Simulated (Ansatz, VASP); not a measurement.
**AlN in VASP and in Ansatz**

The input POSCAR:

```
AlN
1.0
    0.0000000000      2.1848764125      2.2722714690
    2.1848764125      0.0000000000      2.2722714690
    2.1848764125      2.1848764125      0.0000000000
Al N
1 1
Direct
    0.0000000000      0.0000000000      0.0000000000
    0.2500000000      0.2500000000      0.2500000000
```

The input INCAR.step1:

```
SYSTEM = AlN
PREC = Accurate ; ENCUT = 520
ISMEAR = 0 ; SIGMA = 0.01
LREAL = .FALSE. ; LASPH = .TRUE.
NELM = 100 ; NBANDS = 11
GGA = PE ; ALGO = Normal
EDIFF = 1E-4 ; LWAVE = .TRUE.
LCHARG = .FALSE.
```

INCAR.step2

```
SYSTEM = AlN
PREC = Accurate ; ENCUT = 520
EDIFF = 1E-6 ; ISMEAR = 0
SIGMA = 0.01 ; LREAL = .FALSE.
LASPH = .TRUE. ; NELM = 100
ALGO = Normal ; ISIF = 2
LWAVE = .FALSE. ; LCHARG = .TRUE.
METAGGA = R2SCAN ; LMIXTAU = .TRUE.
LELF = .TRUE. ; LVHAR = .TRUE.
NBANDS = 11 ; ISTART = 1
```

The input KPOINTS:

```
regular mesh
0
G
  10 10 10
  0 0 0
```

Input for Ansatz:

```yaml
crystal:
  lattice:
    - [0.0, 2.1848764125, 2.272271469]
    - [2.1848764125, 0.0, 2.272271469]
    - [2.1848764125, 2.1848764125, 0.0]
  atoms:
    - { symbol: Al, position: [0.0, 0.0, 0.0] }
    - { symbol: "N", position: [0.25, 0.25, 0.25] }
kpoints:
  mp_grid: { grid: [10, 10, 10] }
  band_path:
    path:
      - [0.0, 0.0, 0.0]
      - [-0.5, -0.5, 0.0]
      - [-0.375, -0.375, 0.25]
      - [-0.375, 0.0, 0.375]
      - [0.0, 0.0, 0.5]
      - [-0.5, -0.25, 0.25]
      - [0.080729, 0.080729, 0.161458]
      - [0.0, 0.5, 0.5]
    npoints: 1
hamiltonian:
  xc: r2scan
scf:
  occupations: { method: fixed }
  n_extra_bands: 4
output:
  forces: true
  stress: true
  eigenvalues: true
```

Change from the starting cell: uniaxial_z strain +4.0%.

Alike in both runs: task single point; functional r2SCAN; k mesh 10 × 10 × 10; no spin polarisation.

|  | VASP | Ansatz |
| --- | --- | --- |
| version | VASP 6.6.1 | Ansatz 0.2.0 |
| potentials or method | VASP PAW PBE potentials, release 64 (Al, N) | plane waves, PAW |
| plane-wave cutoff (eV) | 520 | 500 |
| occupations | gaussian, width 0.01 eV | fixed |
| valence electrons in the cell | 8 | 8 |

Ansatz gave:

```
gap on the k mesh at the Fermi level (eV)                     : 3.79
pressure (GPa)                                                : -7.8
traceless stress, the component that is largest in VASP (GPa) : -4.36
```

Estimate VASP's values.

gap on the k mesh at the Fermi level (eV): 3.78; pressure (GPa): -8.2; traceless stress, the component that is largest in VASP (GPa): -4.38.

VASP's potentials were made for PBE, not for r2SCAN.
